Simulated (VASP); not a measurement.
# CaO in VASP: further runs, part 2 of 2

VASP 6.6.1. The steps go on from the part before.

**6. Relaxation of cell and atoms, PBE**

Contents of INCAR:

```
SYSTEM = CaO
PREC     = Accurate       ! precision mode
ENCUT    = 600            ! plane-wave cutoff, eV
EDIFF    = 1E-6           ! SCF threshold, eV
ISMEAR   = 0              ! smearing method
SIGMA    = 0.02           ! smearing width, eV
LREAL    = .FALSE.        ! projectors in reciprocal space
LASPH    = .TRUE.         ! aspherical terms in the spheres
NELM     = 80             ! most SCF steps
ALGO     = Normal         ! electronic algorithm
ISIF     = 3              ! what is computed and relaxed
LWAVE    = .FALSE.        ! write WAVECAR
LCHARG   = .FALSE.        ! write CHGCAR
GGA      = PE             ! functional
IBRION   = 2              ! ionic algorithm
NSW      = 100            ! ionic steps
EDIFFG   = -0.01          ! ionic threshold
```

Contents of KPOINTS:

```
Automatic mesh
0
G
  8 8 8
  0 0 0
```

Contents of POSCAR:

```
CaO
1.0
    2.9344159944      0.0000000000      0.0000000000
    0.0000000000      2.9344159944      0.0000000000
    0.0000000000      0.0000000000      2.9344159944
Ca O
1 1
Direct
    0.5000000000      0.5000000000      0.5000000000
    0.0000000000      0.0000000000      0.0000000000
```

Potentials or basis: VASP PAW PBE potentials, release 64 (Ca_sv, O).

Started as:

```console
cat potpaw_PBE.64/Ca_sv/POTCAR potpaw_PBE.64/O/POTCAR > POTCAR
mpirun -np 1 vasp_std > vasp.out
```

OUTCAR:

```text
SYSTEM = CaO
   PREC = Accurate
   ENCUT = 600
   EDIFF = 1E-6
   ISMEAR = 0
   LREAL = .FALSE.
   LASPH = .TRUE.
   NELM = 80
   ISIF = 3
   GGA = PE
   IBRION = 2
   NSW = 100
   EDIFFG = -0.01

 ion  position               nearest neighbor table
   1  0.500  0.500  0.500-   2 2.54   2 2.54   2 2.54   2 2.54   2 2.54   2 2.54   2 2.54   2 2.54

   2  0.000  0.000  0.000-   1 2.54   1 2.54   1 2.54   1 2.54   1 2.54   1 2.54   1 2.54   1 2.54

  LATTYP: Found a simple cubic cell.
 ALAT       =     2.9344159944

  Lattice vectors:

 A1 = (   2.9344159944,   0.0000000000,   0.0000000000)
 A2 = (   0.0000000000,   2.9344159944,   0.0000000000)
 A3 = (   0.0000000000,   0.0000000000,   2.9344159944)

Analysis of symmetry for initial positions (statically):
=====================================================================
 Subroutine PRICEL returns:
 Original cell was already a primitive cell.

 Routine SETGRP: Setting up the symmetry group for a
 simple cubic supercell.

 Subroutine GETGRP returns: Found 48 space group operations
 (whereof 48 operations were pure point group operations)
 out of a pool of 48 trial point group operations.

The static configuration has the point symmetry O_h .

Analysis of symmetry for dynamics (positions and initial velocities):
=====================================================================
 Subroutine PRICEL returns:
 Original cell was already a primitive cell.

 Routine SETGRP: Setting up the symmetry group for a
 simple cubic supercell.

 Subroutine GETGRP returns: Found 48 space group operations
 (whereof 48 operations were pure point group operations)
 out of a pool of 48 trial point group operations.

The dynamic configuration has the point symmetry O_h .

 Subroutine INISYM returns: Found 48 space group operations
 (whereof 48 operations are pure point group operations),
 and found     1 'primitive' translations

----------------------------------------------------------------------------------------

                                     Primitive cell

  volume of cell :      25.2677

  direct lattice vectors                    reciprocal lattice vectors
     2.934415994  0.000000000  0.000000000     0.340783312  0.000000000  0.000000000
     0.000000000  2.934415994  0.000000000     0.000000000  0.340783312  0.000000000
     0.000000000  0.000000000  2.934415994     0.000000000  0.000000000  0.340783312

  length of vectors
     2.934415994  2.934415994  2.934415994     0.340783312  0.340783312  0.340783312

  position of ions in fractional coordinates (direct lattice)
     0.500000000  0.500000000  0.500000000
     0.000000000  0.000000000  0.000000000

  ion indices of the primitive-cell ions
   primitive index   ion index
                 1           1
[... 111 lines left out ...]
   NGX = 11   NGY = 11   NGZ = 11

--------------------------------------- Ionic step        1  -------------------------------------------

 number of electron      15.9999994 magnetization

 Free energy of the ion-electron system (eV)
  ---------------------------------------------------
  ext. energy  EPLUGINS =         0.00000000
  ---------------------------------------------------
  free energy    TOTEN  =       -11.82827316 eV

  energy without entropy =      -11.82827316  energy(sigma->0) =      -11.82827316

------------------------ aborting loop because EDIFF is reached ----------------------------------------

  FORCE on cell =-STRESS in cart. coord.  units (eV):
  Direction    XX          YY          ZZ          XY          YZ          ZX
  --------------------------------------------------------------------------------------
  -------------------------------------------------------------------------------------
  Total        0.0707881      0.0707881      0.0707881     -0.0000000     -0.0000000      0.0000000
  in kB        4.4885478      4.4885478      4.4885478     -0.0000000     -0.0000000      0.0000000
  external PRESSURE =       4.4885478 kB  Pullay stress =       0.0000000 kB

 VOLUME and BASIS-vectors are now :
 -----------------------------------------------------------------------------
  energy-cutoff  :      600.00
  volume of cell :       25.27
      direct lattice vectors                 reciprocal lattice vectors
     2.934415994  0.000000000  0.000000000     0.340783312  0.000000000  0.000000000
     0.000000000  2.934415994  0.000000000     0.000000000  0.340783312  0.000000000
     0.000000000  0.000000000  2.934415994     0.000000000  0.000000000  0.340783312

 POSITION                                       TOTAL-FORCE (eV/Angst)
 -----------------------------------------------------------------------------------
      1.46721      1.46721      1.46721         0.000000      0.000000      0.000000
      0.00000      0.00000      0.00000         0.000000      0.000000      0.000000
 -----------------------------------------------------------------------------------
    total drift:                                0.000000      0.000000     -0.000000

  FREE ENERGIE OF THE ION-ELECTRON SYSTEM (eV)
  ---------------------------------------------------
  free  energy   TOTEN  =       -11.8282731560 eV

  energy  without entropy=      -11.8282731560  energy(sigma->0) =      -11.82827316

--------------------------------------- Ionic step        2  -------------------------------------------

 number of electron      15.9999994 magnetization

 Free energy of the ion-electron system (eV)
  ---------------------------------------------------
  ext. energy  EPLUGINS =         0.00000000
  ---------------------------------------------------
  free energy    TOTEN  =       -11.82841532 eV

  energy without entropy =      -11.82841532  energy(sigma->0) =      -11.82841532

 E-fermi :   4.0555     XC(G=0): -11.0702

 val. band max:        3.9284398900   @ k =   0.5000   0.5000   0.0000
 cond. band min:       6.6984080964   @ k =   0.0000   0.0000   0.0000
 fundamental gap:      2.7699682064
 Fermi energy:         4.0554604095

 k-point     1 :       0.0000    0.0000    0.0000
  band No.  band energies     occupation
      1     -35.4588      2.00000
      2     -15.9543      2.00000
      3     -15.9543      2.00000
      4     -15.9543      2.00000
      5     -12.4127      2.00000
      6       3.6191      2.00000
      7       3.6191      2.00000
      8       3.6191      2.00000
      9       6.6984      0.00000
     10       6.6984      0.00000
     11       8.7373      0.00000
     12      12.1501      0.00000
[... 331 lines left out ...]
 k-point    24 :       0.5000    0.3750    0.1250
  band No.  band energies     occupation
      1     -35.1768      2.00000
      2     -16.8573      2.00000
      3     -16.6562      2.00000
      4     -15.9017      2.00000
      5     -11.6319      2.00000
      6       1.4801      2.00000
      7       1.8121      2.00000
      8       3.2531      2.00000
      9       8.4480      0.00000
     10       9.2903      0.00000
     11      10.6738      0.00000
     12      10.8204      0.00000

 [... further k-points ...]

------------------------ aborting loop because EDIFF is reached ----------------------------------------

  FORCE on cell =-STRESS in cart. coord.  units (eV):
  Direction    XX          YY          ZZ          XY          YZ          ZX
  --------------------------------------------------------------------------------------
  -------------------------------------------------------------------------------------
  Total       -0.0136319     -0.0136319     -0.0136319      0.0000000      0.0000000      0.0000000
  in kB       -0.8599599     -0.8599599     -0.8599599      0.0000000      0.0000000      0.0000000
  external PRESSURE =      -0.8599599 kB  Pullay stress =       0.0000000 kB

 VOLUME and BASIS-vectors are now :
 -----------------------------------------------------------------------------
  energy-cutoff  :      600.00
  volume of cell :       25.40
      direct lattice vectors                 reciprocal lattice vectors
     2.939426519  0.000000000  0.000000000     0.340202415  0.000000000  0.000000000
    -0.000000000  2.939426519  0.000000000    -0.000000000  0.340202415  0.000000000
    -0.000000000 -0.000000000  2.939426519    -0.000000000 -0.000000000  0.340202415

 POSITION                                       TOTAL-FORCE (eV/Angst)
 -----------------------------------------------------------------------------------
      1.46971      1.46971      1.46971        -0.000000     -0.000000      0.000000
      0.00000      0.00000      0.00000         0.000000      0.000000      0.000000
 -----------------------------------------------------------------------------------
    total drift:                                0.000000      0.000000     -0.000000

  FREE ENERGIE OF THE ION-ELECTRON SYSTEM (eV)
  ---------------------------------------------------
  free  energy   TOTEN  =       -11.8284153206 eV

  energy  without entropy=      -11.8284153206  energy(sigma->0) =      -11.82841532

 reached required accuracy - stopping structural energy minimisation
```

Run time: 8.2 s. Hardware: 1 thread of Intel Xeon Platinum 8488C (Sapphire Rapids), shared host; peak memory 0.15 GiB.

What came out:

* Free energy: -11.8284 eV
* Relaxed volume: 12.70 Å³/atom
* Relaxed cell: a = 2.939 Å, b = 2.939 Å, c = 2.939 Å, α = 90.00°, β = 90.00°, γ = 90.00°
* Space group after relaxing (to 0.05 Å): Pm-3m (No. 221)
* Energy gained by relaxing: 0.1 meV/atom
* Ionic steps: 2
* Pressure after relaxing: -0.1 GPa
* Band gap on the k mesh: 2.77 eV, indirect (least direct gap 3.08 eV)

Step by step:
```csv
step,energy change (eV),largest force (eV/Å),pressure (GPa),volume (Å³)
1,0.0000,0.0000,0.45,25.27
2,-0.0001,0.0000,-0.09,25.40
```

Final structure:
```cif
data_structure
_symmetry_space_group_name_H-M 'P 1'
_symmetry_Int_Tables_number 1
_cell_length_a 2.9394
_cell_length_b 2.9394
_cell_length_c 2.9394
_cell_angle_alpha 90.000
_cell_angle_beta 90.000
_cell_angle_gamma 90.000
_cell_volume 25.40
loop_
_atom_site_label
_atom_site_type_symbol
_atom_site_fract_x
_atom_site_fract_y
_atom_site_fract_z
_atom_site_occupancy
Ca1 Ca 0.50000 0.50000 0.50000 1
O1 O 0.00000 0.00000 0.00000 1
```

**7. The runs side by side**

```csv
task,cell,k mesh,cutoff (eV),smearing,gap on the mesh (eV),pressure (GPa)
single point,"a = 2.934 Å, 2 atoms",6 × 6 × 6,520,gaussian 0.1 eV,2.77,0.6
single point,"a = 2.934, b = 2.934, c = 2.935 Å, 2 atoms",6 × 6 × 4,520,gaussian 0.1 eV,2.76,0.6
single point,"a = 2.934 Å, 2 atoms",8 × 8 × 8,520,gaussian 0.02 eV,2.77,0.5
relaxation of cell and atoms,"relaxed from a = 2.934 Å, 2 atoms",6 × 6 × 6,600,gaussian 0.1 eV,2.77,0.5
relaxation of cell and atoms,"relaxed from a = 2.934 Å, 2 atoms",8 × 8 × 8,600,gaussian 0.02 eV,2.77,-0.1
```

Alike in all rows: level PBE; potentials or basis VASP PAW PBE potentials, release 64 (Ca_sv, O); no spin polarisation.

Caveats: some runs use coarse meshes; the relaxation stopped at its first step, so nothing moved (some runs).

Total energies depend on the potentials used, so only differences within one code and one set of settings carry meaning.
